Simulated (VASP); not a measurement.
# BeAu3 (Pm-3m) in VASP: notebook, part 2 of 2

VASP 6.6.1.

## (3) Single point, r2SCAN

This run uses another cell than the first one, of 15.50 Å³/atom, 1.021 times its volume.

File POSCAR:

```
BeAu3
1.0
    3.9574871103      0.0000000000      0.0000000000
    0.0000000000      3.9574871103      0.0000000000
    0.0000000000      0.0000000000      3.9574871103
Be Au
1 3
Direct
    0.0000000000      0.0000000000      0.0000000000
    0.0000000000      0.5000000000      0.5000000000
    0.5000000000      0.0000000000      0.5000000000
    0.5000000000      0.5000000000      0.0000000000
```

File INCAR.step1:

```
ALGO     = Normal         # electronic algorithm
EDIFF    = 1E-4           # SCF threshold, eV
ENCUT    = 520            # plane-wave cutoff, eV
GGA      = PE             # functional
ISMEAR   = 0              # smearing method
LASPH    = T              # aspherical terms in the spheres
LCHARG   = F              # write CHGCAR
LREAL    = F              # projectors in reciprocal space
LWAVE    = T              # write WAVECAR
NBANDS   = 26             # bands
NELM     = 100            # most SCF steps
PREC     = Accurate       # precision mode
SIGMA    = 0.15           # smearing width, eV
```

File INCAR.step2:

```
ALGO     = Normal         # electronic algorithm
EDIFF    = 1E-6           # SCF threshold, eV
ENCUT    = 520            # plane-wave cutoff, eV
ISIF     = 2              # what is computed and relaxed
ISMEAR   = 0              # smearing method
ISTART   = 1            
LASPH    = T              # aspherical terms in the spheres
LCHARG   = F              # write CHGCAR
LMIXTAU  = T            
LREAL    = F              # projectors in reciprocal space
LWAVE    = F              # write WAVECAR
METAGGA  = R2SCAN         # meta-GGA
NBANDS   = 26             # bands
NELM     = 100            # most SCF steps
PREC     = Accurate       # precision mode
SIGMA    = 0.15           # smearing width, eV
```

File KPOINTS:

```
k-points
0
Gamma
  6 6 6
```

Potentials or basis: VASP PAW PBE potentials, release 64 (Be, Au).

Run with:

```
$ cat potpaw_PBE.64/Be/POTCAR potpaw_PBE.64/Au/POTCAR > POTCAR
$ cp INCAR.step1 INCAR
$ mpirun -np 1 vasp_std > vasp.out
$ cp INCAR.step2 INCAR
$ mpirun -np 1 vasp_std > vasp.out
```

Run time: 75 s. Hardware: 1 thread of Intel Xeon Platinum 8124M at 3.00GHz (Skylake/Cascade Lake), shared host; peak memory 0.19 GiB.

The run converged. Its results:

```yaml
Free_energy: -155.7463 eV
Pressure: 1.9 GPa
```

Levels at points of the mesh, in eV from the Fermi level:
```
           k point  band 14  band 15  band 16  band 17  band 18  band 19  band 20  band 21
(0.00, 0.00, 0.00)    -1.88    -1.88    -1.88    -0.18    -0.18    -0.18     5.59     5.72
(0.50, 0.00, 0.00)    -4.05    -3.83    -3.06    -1.88     4.16     4.20     4.20     5.43
(0.50, 0.50, 0.00)    -3.74    -3.59    -3.56    -1.66    -0.51    -0.51     6.30     7.18
(0.50, 0.50, 0.50)    -2.27    -2.27    -2.22    -2.22    -2.22    -1.15     2.58     2.58
```

Caveat: the PAW data sets were made with another functional, which shifts forces and pressure a little; spin-orbit coupling is left out, which moves the levels of the heavy elements.

## (4) Single point, r2SCAN

This run uses another cell than the first one, of 15.82 Å³/atom, 1.043 times its volume.

File POSCAR:

```
BeAu3
1.0
    3.9847809874      0.0000000000      0.0000000000
    0.0000000000      3.9847809874      0.0000000000
    0.0000000000      0.0000000000      3.9847809874
Be Au
1 3
Direct
    0.0000000000      0.0000000000      0.0000000000
    0.0000000000      0.5000000000      0.5000000000
    0.5000000000      0.0000000000      0.5000000000
    0.5000000000      0.5000000000      0.0000000000
```

File INCAR.step1:

```
  ALGO = Normal
  EDIFF = 1E-4
  ENCUT = 520
  GGA = PE
  ISMEAR = 0
  LASPH = True
  LCHARG = False
  LREAL = False
  LWAVE = True
  NBANDS = 26
  NELM = 60
  PREC = Accurate
  SIGMA = 0.15
```

File INCAR.step2:

```
  ALGO = Normal
  EDIFF = 1E-6
  ENCUT = 520
  ISIF = 2
  ISMEAR = 0
  ISTART = 1
  LASPH = True
  LCHARG = False
  LMIXTAU = True
  LREAL = False
  LWAVE = False
  METAGGA = R2SCAN
  NBANDS = 26
  NELM = 60
  PREC = Accurate
  SIGMA = 0.15
```

KPOINTS is that of step 3.

Run with:

```
$ cat potpaw_PBE.64/Be/POTCAR potpaw_PBE.64/Au/POTCAR > POTCAR
$ cp INCAR.step1 INCAR
$ mpirun -np 1 vasp_std > vasp.out
$ cp INCAR.step2 INCAR
$ mpirun -np 1 vasp_std > vasp.out
```

It took 75 s on 1 thread of Intel Xeon Platinum 8124M at 3.00GHz (Skylake/Cascade Lake), shared host; peak memory 0.18 GiB.

The run converged. Its results:

```
Free energy : -155.7485 eV
Pressure    : -1.4 GPa
```

Levels at points of the mesh, in eV from the Fermi level:
```
           k point  band 14  band 15  band 16  band 17  band 18  band 19  band 20  band 21
(0.00, 0.00, 0.00)    -1.91    -1.91    -1.91    -0.13    -0.13    -0.13     5.41     5.54
(0.50, 0.00, 0.00)    -4.00    -3.78    -3.05    -1.91     4.05     4.14     4.14     5.36
(0.50, 0.50, 0.00)    -3.70    -3.56    -3.51    -1.65    -0.56    -0.56     6.19     7.08
(0.50, 0.50, 0.50)    -2.29    -2.29    -2.14    -2.14    -2.14    -1.08     2.45     2.45
```

Caveat: the PAW data sets were made with another functional, which shifts forces and pressure a little; spin-orbit coupling is left out, which moves the levels of the heavy elements.

## (5) Single point, r2SCAN

This run uses another cell than the first one, of 16.14 Å³/atom, 1.064 times its volume.

File POSCAR:

```
BeAu3
1.0
    4.0117060000      0.0000000000      0.0000000000
    0.0000000000      4.0117060000      0.0000000000
    0.0000000000      0.0000000000      4.0117060000
Be Au
1 3
Direct
    0.0000000000      0.0000000000      0.0000000000
    0.0000000000      0.5000000000      0.5000000000
    0.5000000000      0.0000000000      0.5000000000
    0.5000000000      0.5000000000      0.0000000000
```

File INCAR.step1:

```
SYSTEM = BeAu3
ALGO = Normal
EDIFF = 1E-4
ENCUT = 520
GGA = PE
ISMEAR = 0
LASPH = .TRUE.
LCHARG = .FALSE.
LREAL = .FALSE.
LWAVE = .TRUE.
NBANDS = 26
NELM = 60
PREC = Accurate
SIGMA = 0.15
```

File INCAR.step2:

```
SYSTEM = BeAu3
ALGO = Normal
EDIFF = 1E-6
ENCUT = 520
ISIF = 2
ISMEAR = 0
ISTART = 1
LASPH = .TRUE.
LCHARG = .TRUE.
LELF = .TRUE.
LMIXTAU = .TRUE.
LREAL = .FALSE.
LVHAR = .TRUE.
LWAVE = .FALSE.
METAGGA = R2SCAN
NBANDS = 26
NELM = 60
PREC = Accurate
SIGMA = 0.15
```

File KPOINTS:

```
k-points
0
G
  6 6 6
  0 0 0
```

Run with:

```
$ cat potpaw_PBE.64/Be/POTCAR potpaw_PBE.64/Au/POTCAR > POTCAR
$ cp INCAR.step1 INCAR
$ mpirun -np 1 vasp_std > vasp.out
$ cp INCAR.step2 INCAR
$ mpirun -np 1 vasp_std > vasp.out
```

Wall time 85 s (1 thread of Intel Xeon Platinum 8124M at 3.00GHz (Skylake/Cascade Lake), shared host); peak memory 0.19 GiB.

It converged, with:

| Property | Result |
| --- | --- |
| Free energy | -155.7258 eV |
| Pressure | -4.3 GPa |

Levels at points of the mesh, in eV from the Fermi level:
```tsv
k point	band 13	band 14	band 15	band 16	band 17	band 18	band 19	band 20	band 21	band 22
(0.00, 0.00, 0.00)	-2.36	-1.94	-1.94	-1.94	-0.08	-0.08	-0.08	5.25	5.36	5.36
(0.50, 0.00, 0.00)	-3.95	-3.95	-3.74	-3.03	-1.94	3.96	4.08	4.08	5.30	5.30
(0.50, 0.50, 0.00)	-4.30	-3.66	-3.53	-3.46	-1.64	-0.60	-0.60	6.09	6.99	7.38
(0.50, 0.50, 0.50)	-2.30	-2.30	-2.30	-2.06	-2.06	-2.06	-1.00	2.33	2.33	2.33
```

Caveat: the PAW data sets were made with another functional, which shifts forces and pressure a little; spin-orbit coupling is left out, which moves the levels of the heavy elements.

## (6) Single point, r2SCAN

This run uses another cell than the first one, of 16.46 Å³/atom, 1.085 times its volume.

File POSCAR:

```
BeAu3
1.0
    4.0382743637      0.0000000000      0.0000000000
    0.0000000000      4.0382743637      0.0000000000
    0.0000000000      0.0000000000      4.0382743637
Be Au
1 3
Direct
    0.0000000000      0.0000000000      0.0000000000
    0.0000000000      0.5000000000      0.5000000000
    0.5000000000      0.0000000000      0.5000000000
    0.5000000000      0.5000000000      0.0000000000
```

File INCAR.step1:

```
PREC = Accurate
ENCUT = 520
ISMEAR = 0
SIGMA = 0.15
LREAL = False
LASPH = True
NELM = 80
NBANDS = 26
GGA = PE
ALGO = Normal
EDIFF = 1E-4
LWAVE = True
LCHARG = False
```

File INCAR.step2:

```
PREC = Accurate
ENCUT = 520
EDIFF = 1E-6
ISMEAR = 0
SIGMA = 0.15
LREAL = False
LASPH = True
NELM = 80
ALGO = Normal
ISIF = 2
LWAVE = False
LCHARG = False
METAGGA = R2SCAN
LMIXTAU = True
NBANDS = 26
ISTART = 1
```

File KPOINTS:

```
Automatic mesh
0
Gamma
  6 6 6
```

Potentials or basis: VASP PAW PBE potentials, release 64 (Be, Au).

Run with:

```
$ cat potpaw_PBE.64/Be/POTCAR potpaw_PBE.64/Au/POTCAR > POTCAR
$ cp INCAR.step1 INCAR
$ mpirun -np 1 vasp_std > vasp.out
$ cp INCAR.step2 INCAR
$ mpirun -np 1 vasp_std > vasp.out
```

It took 96 s on 1 thread of Intel Xeon Platinum 8124M at 3.00GHz (Skylake/Cascade Lake), shared host; peak memory 0.19 GiB.

It converged, with:

```
Free energy : -155.6815 eV
Pressure    : -6.8 GPa
```

Levels at points of the mesh, in eV from the Fermi level:
```
           k point  band 13  band 14  band 15  band 16  band 17  band 18  band 19  band 20  band 21  band 22
(0.00, 0.00, 0.00)    -2.37    -1.96    -1.96    -1.96    -0.04    -0.04    -0.04     5.09     5.20     5.20
(0.50, 0.00, 0.00)    -3.90    -3.90    -3.70    -3.02    -1.96     3.86     4.03     4.03     5.24     5.24
(0.50, 0.50, 0.00)    -4.24    -3.62    -3.50    -3.41    -1.63    -0.64    -0.64     5.99     6.90     7.25
(0.50, 0.50, 0.50)    -2.31    -2.31    -2.31    -1.98    -1.98    -1.98    -0.93     2.22     2.22     2.22
```

Caveat: the PAW data sets were made with another functional, which shifts forces and pressure a little; spin-orbit coupling is left out, which moves the levels of the heavy elements.

## (7) Summary

```tsv
cell	gap on the mesh (eV)	pressure (GPa)
a = 3.930 Å, 4 atoms	none	5.7
a = 3.957 Å, 4 atoms	none	1.9
a = 3.985 Å, 4 atoms	none	-1.4
a = 4.012 Å, 4 atoms	none	-4.3
a = 4.038 Å, 4 atoms	none	-6.8
```

Alike in all rows: task single point; level r2SCAN; potentials or basis VASP PAW PBE potentials, release 64 (Be, Au); no spin polarisation; k mesh 6 × 6 × 6; cutoff (eV) 520; smearing gaussian 0.15 eV.

Caveats: the PAW data sets were made with another functional, which shifts forces and pressure a little; spin-orbit coupling is left out, which moves the levels of the heavy elements.

Total energies depend on the potentials used, so only differences within one code and one set of settings carry meaning.
